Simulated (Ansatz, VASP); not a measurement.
# One calculation of Zn, two programs

Contents of INCAR:

```
SYSTEM = Zn
PREC     = Accurate       ! precision mode
ENCUT    = 520            ! plane-wave cutoff, eV
EDIFF    = 1E-6           ! SCF threshold, eV
ISMEAR   = -1             ! smearing method
SIGMA    = 0.1            ! smearing width, eV
LREAL    = .FALSE.        ! projectors in reciprocal space
LASPH    = .TRUE.         ! aspherical terms in the spheres
NELM     = 60             ! most SCF steps
ALGO     = Normal         ! electronic algorithm
ISIF     = 2              ! what is computed and relaxed
LWAVE    = .FALSE.        ! write WAVECAR
LCHARG   = .FALSE.        ! write CHGCAR
GGA      = CA             ! functional
NBANDS   = 19             ! bands
```

The input KPOINTS:

```
Automatic mesh
0
G
  23 23 11
  0 0 0
```

The input POSCAR:

```
Zn
1.0
    2.5709734949      0.0000000000      0.0000000000
   -1.2854867475      2.2265283591      0.0000000000
    0.0000000000      0.0000000000      4.7361908706
Zn
2
Direct
    0.3333333333      0.6666666667      0.2500000000
    0.6666666667      0.3333333333      0.7500000000
```

Input for Ansatz:

```yaml
crystal:
  lattice:
    - [2.5709734894, 0.0, 0.0]
    - [-1.2854867447, 2.2265283543, 0.0]
    - [0.0, 0.0, 4.7361908877]
  atoms:
    - { symbol: Zn, position: [0.3333333333, 0.6666666667, 0.25] }
    - { symbol: Zn, position: [0.6666666667, 0.3333333333, 0.75] }
hamiltonian:
  xc: lda
  pseudopotentials:
    kind: paw
    azcp:
      Zn: "pseudopotentials/Zn.paw.azcp"
basis:
  ecutwfc: 420
  fft_grid_basis: typed
kpoints:
  mp_grid: { grid: [23, 23, 11], shift: [0, 0, 0] }
magnetization:
  spin_polarized: false
scf:
  occupations: { method: fermi_dirac, width: 0.1 }
output:
  stress: true
```

Alike in both runs: task single point; functional LDA; k mesh 23 × 23 × 11; occupations fermi-dirac, width 0.1 eV; no spin polarisation.

|  | VASP | Ansatz |
| --- | --- | --- |
| version | VASP 6.6.1 | Ansatz 0.2.0 |
| potentials or method | VASP PAW LDA potentials, release 64 (Zn), cutoff 520 eV | plane waves (420 eV) with PAW, scalar-relativistic |
| valence electrons in the cell | 24 | 24 |

```csv
,VASP,Ansatz,Ansatz less VASP
pressure (GPa),0.8,0.0,-0.72
"traceless stress, the component that is largest in VASP (GPa)",-0.29,-0.06,+0.229
```

Ansatz warns that its potentials were made for another functional, while VASP's fit it. LDA's correlation is that of Perdew and Zunger in VASP and of Perdew and Wang (1992) in Ansatz.
